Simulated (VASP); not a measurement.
# AlRu (Cmmm) in VASP: a series of runs, part 2 of 2

VASP 6.6.1.

## 5. Relaxation of cell and atoms, PBE

The input, INCAR:

```
SYSTEM = AlRu
  PREC = Accurate
  ENCUT = 600
  EDIFF = 1E-6
  ISMEAR = 0
  SIGMA = 0.1
  LREAL = .False.
  LASPH = .True.
  NELM = 100
  ALGO = Normal
  ISIF = 3
  LWAVE = .False.
  LCHARG = .False.
  GGA = PE
  IBRION = 2
  NSW = 90
  EDIFFG = -0.04
```

The input, KPOINTS:

```
regular mesh
0
Gamma
  4 4 6
  0 0 0
```

The input, POSCAR:

```
AlRu
1.0
    2.4743771019     -4.5890484742      0.0000000000
    2.4743771019      4.5890484742      0.0000000000
    0.0000000000      0.0000000000      2.7710951338
Al Ru
2 2
Direct
    0.2815315471      0.7184684529      0.5000000000
    0.7184684529      0.2815315471      0.5000000000
    0.5000000000      0.5000000000      0.0000000000
    0.0000000000      0.0000000000      0.5000000000
```

Started as:

```bash
$ cat potpaw_PBE.64/Al/POTCAR potpaw_PBE.64/Ru_pv/POTCAR > POTCAR
$ mpirun -np 1 vasp_std > vasp.out
```

Run time: 1.9 min. Hardware: 1 thread of Intel Xeon Platinum 8488C (Sapphire Rapids), shared host; peak memory 0.22 GiB.

The run converged. Its results:

```
Free energy                           : -24.9058 eV
Relaxed volume                        : 15.73 Å³/atom
Relaxed cell                          : a = 5.181 Å, b = 5.181 Å, c = 2.826 Å, α = 90.00°, β = 90.00°, γ = 123.95°
Space group after relaxing (to 0.1 Å) : Cmmm (No. 65)
Energy gained by relaxing             : 4.7 meV/atom
Ionic steps                           : 6
Pressure after relaxing               : -0.1 GPa
Largest force after relaxing          : 0.028 eV/Å
Band gap on the k mesh                : zero (bands 17 and 18 overlap by 1.80 eV)
```

Forces on the atoms (eV/Å):
```
Al   0.000 -0.028  0.000
Al   0.000  0.028  0.000
Ru   0.000  0.000  0.000
Ru   0.000  0.000  0.000
```

Stress tensor (GPa, compression positive):
```
-0.30  0.00  0.00
 0.00  0.26  0.00
 0.00  0.00 -0.34
```

Step by step:
| step | energy change (eV) | largest force (eV/Å) | pressure (GPa) | volume (Å³) |
| --- | --- | --- | --- | --- |
| 1 | 0.0000 | 0.0923 | -0.06 | 62.93 |
| 2 | -0.0151 | 0.1587 | -0.32 | 62.87 |
| 3 | -0.0151 | 0.1559 | -0.33 | 62.87 |
| 4 | -0.0175 | 0.0850 | 0.55 | 62.57 |
| 5 | -0.0175 | 0.0789 | 0.62 | 62.54 |
| 6 | -0.0187 | 0.0284 | -0.13 | 62.92 |

Final structure:
```cif
data_structure
_symmetry_space_group_name_H-M 'P 1'
_symmetry_Int_Tables_number 1
_cell_length_a 5.1807
_cell_length_b 5.1807
_cell_length_c 2.8259
_cell_angle_alpha 90.000
_cell_angle_beta 90.000
_cell_angle_gamma 123.950
_cell_volume 62.92
loop_
_atom_site_label
_atom_site_type_symbol
_atom_site_fract_x
_atom_site_fract_y
_atom_site_fract_z
_atom_site_occupancy
Al1 Al 0.28274 0.71726 0.50000 1
Al2 Al 0.71726 0.28274 0.50000 1
Ru1 Ru 0.50000 0.50000 0.00000 1
Ru2 Ru 0.00000 0.00000 0.50000 1
```

Levels at points of the mesh, in eV from the Fermi level:
```
           k point  band 15  band 16  band 17  band 18  band 19  band 20
(0.00, 0.00, 0.00)    -1.17    -0.87     0.19     0.35     0.92     1.11
(0.50, 0.00, 0.00)    -0.78    -0.19    -0.14    -0.03     0.01     0.03
(0.50, 0.50, 0.00)    -1.56    -0.95     0.19     0.35     1.70     3.20
(0.00, 0.00, 0.50)    -1.61    -1.54     1.38     1.60     1.61     2.53
(0.50, 0.00, 0.50)    -0.63    -0.29     0.73     1.67     1.67     1.97
(0.50, 0.50, 0.50)    -1.39    -1.23    -1.11    -0.42     1.25     2.10
```

Caveat: the k points lie up to 0.37 Å⁻¹ apart in the final cell, too coarse for converged energies and pressures of a metal.

## 6. Single point, PBE, collinear spin, ferromagnetic start

The input, INCAR:

```
  ALGO = Normal
  EDIFF = 1E-6
  ENCUT = 520
  GGA = PE
  ISIF = 2
  ISMEAR = 0
  ISPIN = 2
  LASPH = True
  LCHARG = False
  LMAXMIX = 4
  LORBIT = 11
  LREAL = False
  LWAVE = False
  MAGMOM = 0 0 1 1
  NBANDS = 29
  NELM = 150
  PREC = Accurate
  SIGMA = 0.1
```

The input, KPOINTS:

```
k-points
0
Gamma
  4 4 6
```

The input, POSCAR:

```
AlRu
1.0
    2.4294022408     -4.5876308432      0.0000000000
    2.4294022408      4.5876308432      0.0000000000
    0.0000000000      0.0000000000      2.8229245858
Al Ru
2 2
Direct
    0.2836135353      0.7163864647      0.5000000000
    0.7163864647      0.2836135353      0.5000000000
    0.5000000000      0.5000000000      0.0000000000
    0.0000000000      0.0000000000      0.5000000000
```

Potentials or basis: VASP PAW PBE potentials, release 64 (Al, Ru_pv).

Started as:

```bash
$ cat potpaw_PBE.64/Al/POTCAR potpaw_PBE.64/Ru_pv/POTCAR > POTCAR
$ mpirun -np 1 vasp_std > vasp.out
```

OUTCAR:

```text
EDIFF = 1E-6
   ENCUT = 520
   GGA = PE
   ISIF = 2
   ISMEAR = 0
   ISPIN = 2
   LASPH = True
   LORBIT = 11
   LREAL = False
   NELM = 150
   PREC = Accurate

 ion  position               nearest neighbor table
   1  0.284  0.716  0.500-   3 2.44   3 2.44   2 2.51   2 2.51   4 2.60   4 3.14   4 3.14
   2  0.716  0.284  0.500-   3 2.44   3 2.44   1 2.51   1 2.51   4 2.60   4 3.14   4 3.14
   3  0.500  0.500  0.000-   1 2.44   2 2.44   1 2.44   2 2.44   4 2.81   4 2.81   4 2.81   4 2.81

   4  0.000  0.000  0.500-   1 2.60   2 2.60   3 2.81   3 2.81   3 2.81   3 2.81   2 3.14   1 3.14
                             2 3.14   1 3.14

  LATTYP: Found a base centered orthorhombic cell.
 ALAT       =     4.8588044816
 B/A-ratio  =     1.8883784522
 C/A-ratio  =     0.5809915992

  Lattice vectors:

 A1 = (   2.4294022408,  -4.5876308432,   0.0000000000)
 A2 = (   2.4294022408,   4.5876308432,   0.0000000000)
 A3 = (   0.0000000000,   0.0000000000,   2.8229245858)

Analysis of symmetry for initial positions (statically):
=====================================================================
 Subroutine PRICEL returns:
 Original cell was already a primitive cell.

 Routine SETGRP: Setting up the symmetry group for a
 base centered orthorhombic supercell.

 Subroutine GETGRP returns: Found  8 space group operations
 (whereof  8 operations were pure point group operations)
 out of a pool of  8 trial point group operations.

The static configuration has the point symmetry D_2h.

Analysis of symmetry for dynamics (positions and initial velocities):
=====================================================================
 Subroutine PRICEL returns:
 Original cell was already a primitive cell.

 Routine SETGRP: Setting up the symmetry group for a
 base centered orthorhombic supercell.

 Subroutine GETGRP returns: Found  8 space group operations
[... 167 lines left out ...]

  energy without entropy =      -24.89881455  energy(sigma->0) =      -24.90707878

 E-fermi :   8.9796     XC(G=0): -11.6975

 val. band max:        8.9791059947   @ k =   0.5000   0.0000   0.0000
 cond. band min:       8.9851513596   @ k =   0.0000   0.0000   0.1667
 fundamental gap:      0.0060453649
 Fermi energy:         8.9795544706

 spin component 1

 k-point     1 :       0.0000    0.0000    0.0000
  band No.  band energies     occupation
      1     -33.7664      1.00000
      2     -33.5127      1.00000
      3     -33.4291      1.00000
      4     -33.1541      1.00000
      5     -33.1395      1.00000
      6     -33.1365      1.00000
[... 757 lines left out ...]
     28      18.6987      0.00000
     29      19.4566      0.00000

 [... further k-points ...]

 spin component 2

 k-point     1 :       0.0000    0.0000    0.0000
  band No.  band energies     occupation
      1     -33.4983      1.00000
      2     -33.1505      1.00000
      3     -33.0617      1.00000
      4     -32.9798      1.00000
      5     -32.9588      1.00000
      6     -32.9540      1.00000
[... 757 lines left out ...]
     28      18.7238      0.00000
     29      19.4715      0.00000

 [... further k-points ...]

------------------------ aborting loop because EDIFF is reached ----------------------------------------

  FORCE on cell =-STRESS in cart. coord.  units (eV):
  Direction    XX          YY          ZZ          XY          YZ          ZX
  --------------------------------------------------------------------------------------
  -------------------------------------------------------------------------------------
  Total        0.0373760     -0.2338796      0.5140434     -0.0000000      0.0000000      0.0000000
  in kB        0.9516707     -5.9550557     13.0886007     -0.0000000      0.0000000      0.0000000
  external PRESSURE =       2.6950719 kB  Pullay stress =       0.0000000 kB

 VOLUME and BASIS-vectors are now :
 -----------------------------------------------------------------------------
  energy-cutoff  :      520.00
  volume of cell :       62.92
      direct lattice vectors                 reciprocal lattice vectors
     2.429402241 -4.587630843  0.000000000     0.205811945 -0.108988717  0.000000000
     2.429402241  4.587630843  0.000000000     0.205811945  0.108988717  0.000000000
     0.000000000  0.000000000  2.822924586     0.000000000  0.000000000  0.354242549

 POSITION                                       TOTAL-FORCE (eV/Angst)
 -----------------------------------------------------------------------------------
      2.42940      1.98540      1.41146         0.000000      0.010844     -0.000000
      2.42940     -1.98540      1.41146         0.000000     -0.010844      0.000000
      2.42940      0.00000      0.00000         0.000000      0.000000      0.000000
      0.00000      0.00000      1.41146         0.000000      0.000000      0.000000
 -----------------------------------------------------------------------------------
    total drift:                               -0.000000     -0.000000     -0.000000

  FREE ENERGIE OF THE ION-ELECTRON SYSTEM (eV)
  ---------------------------------------------------
  free  energy   TOTEN  =       -24.9153430105 eV

  energy  without entropy=      -24.8988145497  energy(sigma->0) =      -24.90707878

 total charge

# of ion       s       p       d       tot
------------------------------------------
    1        0.463   0.378   0.000   0.840
    2        0.463   0.378   0.000   0.840
    3        0.371   6.240   6.163  12.774
    4        0.323   6.184   5.947  12.454
--------------------------------------------------
tot          1.619  13.179  12.110  26.909

 magnetization (x)

# of ion       s       p       d       tot
------------------------------------------
    1        0.002  -0.001   0.000   0.001
    2        0.002  -0.001   0.000   0.001
    3       -0.001  -0.000   0.095   0.093
    4        0.005   0.001   0.571   0.578
--------------------------------------------------
tot          0.008  -0.002   0.666   0.672
```

stdout:

```text
POSCAR found type information on POSCAR AlRu
 POSCAR found :  2 types and       4 ions
 scaLAPACK will be used
 LDA part: xc-table for (Slater+PW92), standard interpolation
 POSCAR, INCAR and KPOINTS ok, starting setup
 FFT: planning ... GRIDC
 FFT: planning ... GRID_SOFT
 FFT: planning ... GRID
 WAVECAR not read
 entering main loop
```

It took 76 s on 1 thread of Intel Xeon Platinum 8488C (Sapphire Rapids), shared host; peak memory 0.25 GiB.

Results:

| Quantity | Value |
| --- | --- |
| Free energy | -24.9153 eV |
| Pressure | 0.3 GPa |
| Largest force | 0.011 eV/Å |
| Net moment | 0.69 μB per cell |
| Site moments | Al +0.00; Ru +0.09, +0.58 μB |
| Valence electrons inside the program's atomic spheres | Al 0.84; Ru 12.77, 12.45 |

Forces on the atoms (eV/Å):
```
Al   0.000  0.011  0.000
Al   0.000 -0.011  0.000
Ru   0.000  0.000  0.000
Ru   0.000  0.000  0.000
```

Levels at points of the mesh, in eV from the Fermi level:
Spin up:
```tsv
k point	band 13	band 14	band 15	band 16	band 17	band 18	band 19	band 20	band 21	band 22
(0.00, 0.00, 0.00)	-1.66	-1.62	-1.19	-0.95	-0.10	0.19	0.89	0.98	1.61	2.38
(0.50, 0.00, 0.00)	-2.06	-1.71	-0.82	-0.33	-0.29	-0.20	-0.18	-0.11	4.25	4.82
(0.50, 0.50, 0.00)	-3.13	-1.68	-1.66	-1.04	-0.08	0.18	1.61	3.13	3.38	5.05
(0.00, 0.00, 0.50)	-2.42	-2.14	-1.64	-1.62	1.27	1.54	1.57	2.41	2.83	4.67
(0.50, 0.00, 0.50)	-2.73	-2.03	-0.83	-0.43	0.70	1.55	1.62	1.88	2.46	2.58
(0.50, 0.50, 0.50)	-2.22	-1.61	-1.58	-1.27	-1.20	-0.66	1.26	2.01	3.06	3.79
```
Spin down:
| k point | band 15 | band 16 | band 17 | band 18 | band 19 | band 20 |
| --- | --- | --- | --- | --- | --- | --- |
| (0.00, 0.00, 0.00) | -1.16 | -0.81 | 0.52 | 0.55 | 0.91 | 1.17 |
| (0.50, 0.00, 0.00) | -0.75 | -0.19 | 0.00 | 0.01 | 0.18 | 0.42 |
| (0.50, 0.50, 0.00) | -1.49 | -0.88 | 0.54 | 0.55 | 1.81 | 3.24 |
| (0.00, 0.00, 0.50) | -1.62 | -1.48 | 1.50 | 1.61 | 1.62 | 2.60 |
| (0.50, 0.00, 0.50) | -0.42 | -0.11 | 0.70 | 1.73 | 1.79 | 2.03 |
| (0.50, 0.50, 0.50) | -1.25 | -1.17 | -1.04 | -0.20 | 1.23 | 2.20 |

Caveat: the k points lie up to 0.37 Å⁻¹ apart.

## 7. Relaxation of cell and atoms, PBE

This run uses another cell than the first one, of 15.82 Å³/atom.

The input, INCAR:

```
  PREC = Accurate
  ENCUT = 600
  EDIFF = 1E-6
  ISMEAR = 0
  SIGMA = 0.1
  LREAL = F
  LASPH = T
  NELM = 60
  ALGO = Fast
  ISIF = 3
  LWAVE = F
  LCHARG = F
  GGA = PE
  IBRION = 2
  NSW = 90
  EDIFFG = -0.04
```

The input, KPOINTS:

```
Automatic mesh
0
Gamma
  6 6 4
```

The input, POSCAR:

```
AlRu
1.0
    2.0100789300     -3.5609359200      0.0000000000
    2.0100789300      3.5609359200      0.0000000000
    0.0000000000      0.0000000000      4.4200941200
Al Ru
2 2
Direct
    0.3545928300      0.6454071700      0.5000000000
    0.6454071700      0.3545928300      0.5000000000
    0.5000000000      0.5000000000      0.0000000000
    0.0000000000      0.0000000000      0.5000000000
```

Potentials or basis: VASP PAW PBE potentials, release 64 (Al, Ru_pv).

Started as:

```bash
$ cat potpaw_PBE.64/Al/POTCAR potpaw_PBE.64/Ru_pv/POTCAR > POTCAR
$ mpirun -np 1 vasp_std > vasp.out
```

OUTCAR:

```text
PREC = Accurate
   ENCUT = 600
   EDIFF = 1E-6
   ISMEAR = 0
   LREAL = F
   LASPH = T
   NELM = 60
   ISIF = 3
   GGA = PE
   IBRION = 2
   NSW = 90
   EDIFFG = -0.04

 ion  position               nearest neighbor table
   1  0.355  0.645  0.500-   2 2.07   4 2.26   4 2.26   3 2.44   3 2.44   2 2.50   2 2.50   4 2.53

   2  0.645  0.355  0.500-   1 2.07   4 2.26   4 2.26   3 2.44   3 2.44   1 2.50   1 2.50   4 2.53

   3  0.500  0.500  0.000-   1 2.44   2 2.44   1 2.44   2 2.44   4 2.99   4 2.99   4 2.99   4 2.99

   4  0.000  0.000  0.500-   2 2.26   1 2.26   2 2.26   1 2.26   1 2.53   2 2.53   3 2.99   3 2.99
                             3 2.99   3 2.99

  LATTYP: Found a base centered orthorhombic cell.
 ALAT       =     4.0201578600
 B/A-ratio  =     1.7715403444
 C/A-ratio  =     1.0994827253

[... 880 lines left out ...]
  free  energy   TOTEN  =       -23.4894528202 eV

  energy  without entropy=      -23.4546924088  energy(sigma->0) =      -23.47207261

[... ionic steps 4 to 49 ...]

--------------------------------------- Ionic step       50  -------------------------------------------

 number of electron      34.0000014 magnetization

------------------------ aborting loop because EDIFF is reached ----------------------------------------
[... 71 lines left out ...]
--------------------------------------- Ionic step       52  -------------------------------------------

 number of electron      34.0000014 magnetization

 Free energy of the ion-electron system (eV)
  ---------------------------------------------------
  ext. energy  EPLUGINS =         0.00000000
  ---------------------------------------------------
  free energy    TOTEN  =       -24.91121540 eV

  energy without entropy =      -24.88405574  energy(sigma->0) =      -24.89763557

 E-fermi :   8.9914     XC(G=0): -11.7066

 val. band max:        8.9897310065   @ k =   0.3333   0.1667   0.0000
 cond. band min:       8.9914013004   @ k =   0.5000  -0.0000   0.0000
 fundamental gap:      0.0016702939
 Fermi energy:         8.9913928063

 k-point     1 :       0.0000    0.0000    0.0000
  band No.  band energies     occupation
      1     -33.5416      2.00000
      2     -33.3232      2.00000
      3     -33.1754      2.00000
      4     -33.0314      2.00000
      5     -33.0189      2.00000
      6     -32.9942      2.00000
[... 598 lines left out ...]
  FREE ENERGIE OF THE ION-ELECTRON SYSTEM (eV)
  ---------------------------------------------------
  free  energy   TOTEN  =       -24.9112154037 eV

  energy  without entropy=      -24.8840557378  energy(sigma->0) =      -24.89763557

 reached required accuracy - stopping structural energy minimisation
```

Run time: 27 min. Hardware: 1 thread of Intel Xeon Platinum 8488C (Sapphire Rapids), shared host; peak memory 0.25 GiB.

What came out:

```
Free energy                           : -24.9112 eV
Relaxed volume                        : 15.71 Å³/atom
Relaxed cell                          : a = 5.211 Å, b = 5.211 Å, c = 2.773 Å, α = 90.00°, β = 90.00°, γ = 123.44°
Space group after relaxing (to 0.1 Å) : Cmmm (No. 65)
Energy gained by relaxing             : 899.4 meV/atom
Ionic steps                           : 52
Pressure after relaxing               : 0.0 GPa
Band gap on the k mesh                : zero (bands 17 and 18 overlap by 1.99 eV)
```

Forces in eV/Å, atoms in the order of the input:
```
Al   0.000  0.003  0.000
Al   0.000 -0.003  0.000
Ru   0.000  0.000  0.000
Ru   0.000  0.000  0.000
```

The path:
| step | energy change (eV) | largest force (eV/Å) | pressure (GPa) | volume (Å³) |
| --- | --- | --- | --- | --- |
| 1 | 0.0000 | 7.1756 | 30.40 | 63.28 |
| 3 | -2.1759 | 0.3895 | -5.26 | 75.29 |
| 5 | -2.1828 | 0.2082 | -3.90 | 74.44 |
| 7 | -2.6481 | 0.8622 | 2.04 | 68.91 |
| 9 | -2.8459 | 0.2281 | -3.03 | 70.34 |
| 11 | -2.8607 | 0.1125 | 2.47 | 67.19 |
| 13 | -2.8784 | 0.1415 | 0.39 | 68.23 |
| 15 | -2.8801 | 0.0959 | -0.67 | 68.65 |
| 17 | -2.8819 | 0.0630 | -0.61 | 68.52 |
| 19 | -2.8900 | 0.2428 | -0.11 | 67.44 |
| 21 | -2.9531 | 1.3618 | 4.02 | 62.59 |
| 23 | -2.9553 | 1.1558 | 2.38 | 63.81 |
| 25 | -2.9530 | 1.1108 | 2.08 | 64.03 |
| 27 | -2.9536 | 1.1189 | 2.14 | 64.00 |
| 29 | -2.9557 | 1.1519 | 2.23 | 63.88 |
| 31 | -2.9596 | 1.2747 | 2.62 | 63.40 |
| 33 | -2.9711 | 1.2653 | 2.59 | 63.36 |
| 35 | -3.0221 | 1.2270 | 2.38 | 63.21 |
| 37 | -3.2017 | 1.1204 | 1.88 | 62.50 |
| 39 | -3.3799 | 0.9627 | 2.22 | 61.61 |
| 41 | -3.5715 | 0.0285 | -2.40 | 63.96 |
| 43 | -3.5857 | 0.1197 | -0.99 | 63.22 |
| 45 | -3.5910 | 0.0189 | 0.74 | 62.56 |
| 47 | -3.5968 | 0.0661 | 0.07 | 62.85 |
| 49 | -3.5970 | 0.0746 | -0.01 | 62.90 |
| 51 | -3.5975 | 0.0034 | -0.18 | 62.89 |
| 52 | -3.5977 | 0.0026 | -0.04 | 62.84 |

Final structure:
```cif
data_structure
_symmetry_space_group_name_H-M 'P 1'
_symmetry_Int_Tables_number 1
_cell_length_a 5.2110
_cell_length_b 5.2110
_cell_length_c 2.7731
_cell_angle_alpha 90.000
_cell_angle_beta 90.000
_cell_angle_gamma 123.441
_cell_volume 62.84
loop_
_atom_site_label
_atom_site_type_symbol
_atom_site_fract_x
_atom_site_fract_y
_atom_site_fract_z
_atom_site_occupancy
Al1 Al 0.28169 0.71831 0.50000 1
Al2 Al 0.71831 0.28169 0.50000 1
Ru1 Ru 0.50000 0.50000 0.00000 1
Ru2 Ru 0.00000 0.00000 0.50000 1
```

Caveat: a cell axis changed by over 15 % at a fixed basis, so the end point is rough.

## 8. Summary

| task | spin | cell | k mesh | cutoff (eV) | gap on the mesh (eV) | pressure (GPa) | relaxed volume (Å³/atom) | largest force (eV/Å) |
| --- | --- | --- | --- | --- | --- | --- | --- | --- |
| single point | off | a = 5.191, b = 5.191, c = 2.823 Å, angles 90.0, 90.0, 124.2°, 4 atoms, atomic positions A | 4 × 4 × 6 | 520 | none | 0.0 | - | 0.02 |
| single point | off | a = 5.214, b = 5.214, c = 2.771 Å, angles 90.0, 90.0, 123.3°, 4 atoms, atomic positions B | 6 × 6 × 4 | 520 | none | -0.1 | - | 0.01 |
| single point | off | a = 4.089, b = 4.089, c = 4.420 Å, angles 90.0, 90.0, 121.1°, 4 atoms, atomic positions C | 6 × 6 × 4 | 520 | none | 30.4 | - | 7.18 |
| relaxation of cell and atoms | off | relaxed from a = 5.214, b = 5.214, c = 2.771 Å, angles 90.0, 90.0, 123.3°, 4 atoms, atomic positions B | 4 × 4 × 6 | 600 | none | -0.1 | 15.73 | 0.03 |
| single point | collinear, ferromagnetic start | a = 5.191, b = 5.191, c = 2.823 Å, angles 90.0, 90.0, 124.2°, 4 atoms, atomic positions A | 4 × 4 × 6 | 520 | none | 0.3 | - | 0.01 |
| relaxation of cell and atoms | off | relaxed from a = 4.089, b = 4.089, c = 4.420 Å, angles 90.0, 90.0, 121.1°, 4 atoms, atomic positions C | 6 × 6 × 4 | 600 | none | 0.0 | 15.71 | - |

Alike in all rows: level PBE; potentials or basis VASP PAW PBE potentials, release 64 (Al, Ru_pv); smearing gaussian 0.1 eV.

Caveats: some runs use coarse meshes; the cell stands under pressure (at least some runs); forces of over 1 eV/Å act on the atoms, so gaps and moduli don't describe the material at rest (at least some runs); a cell axis changed by over 15 % at a fixed basis, so the end point is rough (at least some runs).

Absolute energies hang on the potentials; compare differences alone.
